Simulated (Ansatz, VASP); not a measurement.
## Ta: VASP beside Ansatz

The input INCAR:

```
SYSTEM = Ta
PREC = Accurate
ENCUT = 520
EDIFF = 1E-7
ISMEAR = -1
SIGMA = 0.1
LREAL = .FALSE.
LASPH = .TRUE.
NELM = 80
ALGO = Normal
ISIF = 2
LWAVE = .FALSE.
LCHARG = .FALSE.
GGA = PE
NBANDS = 18
```

File KPOINTS:

```
Automatic mesh
0
G
  17 17 17
  0 0 0
```

The input POSCAR:

```
Ta
1.0
   -2.2103386446      2.2103386446      1.2087069720
    2.2103386446     -2.2103386446      1.2087069720
    2.2103386446      2.2103386446     -1.2087069720
Ta
2
Direct
   -0.3750000000     -0.1250000000     -0.2500000000
    0.3750000000      0.1250000000      0.2500000000
```

Input for Ansatz:

```yaml
crystal:
  lattice:
    - [-2.2103386446, 2.2103386446, 1.208706972]
    - [2.2103386446, -2.2103386446, 1.208706972]
    - [2.2103386446, 2.2103386446, -1.208706972]
  atoms:
    - { symbol: Ta, position: [-0.375, -0.125, -0.25] }
    - { symbol: Ta, position: [0.375, 0.125, 0.25] }
kpoints:
  mp_grid: { grid: [17, 17, 17] }
scf:
  occupations: { method: fermi_dirac, width: 0.1 }
hamiltonian:
  xc: pbe
  pseudopotentials: { kind: all_electron, lapw: { basis_error: 0.001 } }
output:
  forces: true
  stress: true
  eigenvalues: true
  populations: true
```

Change from the starting cell: volume scaled by 0.6, LAPW.

Alike in both runs: task single point; functional PBE; k mesh 17 × 17 × 17; occupations fermi-dirac, width 0.1 eV; no spin polarisation.

|  | VASP | Ansatz |
| --- | --- | --- |
| version | VASP 6.6.1 | Ansatz 0.2.0 |
| potentials or method | VASP PAW PBE potentials, release 64 (Ta_pv), cutoff 520 eV | all-electron LAPW, scalar-relativistic |

Ansatz gave:

| Item | Value |
| --- | --- |
| pressure (GPa) | 213.6 |
| traceless stress, the component that is largest in VASP (GPa) | 0.12 |

Problem. Estimate VASP's values.

Solution. Pressure (GPa): 221.0; traceless stress, the component that is largest in VASP (GPa): -0.44.

Both programs put the cell under a high pressure, so it lies far from rest at this level. Ansatz ran all-electron here, and VASP with PAW potentials.

Neither program's run includes spin-orbit coupling. Noted on VASP's run: the cell as given lies far from equilibrium.
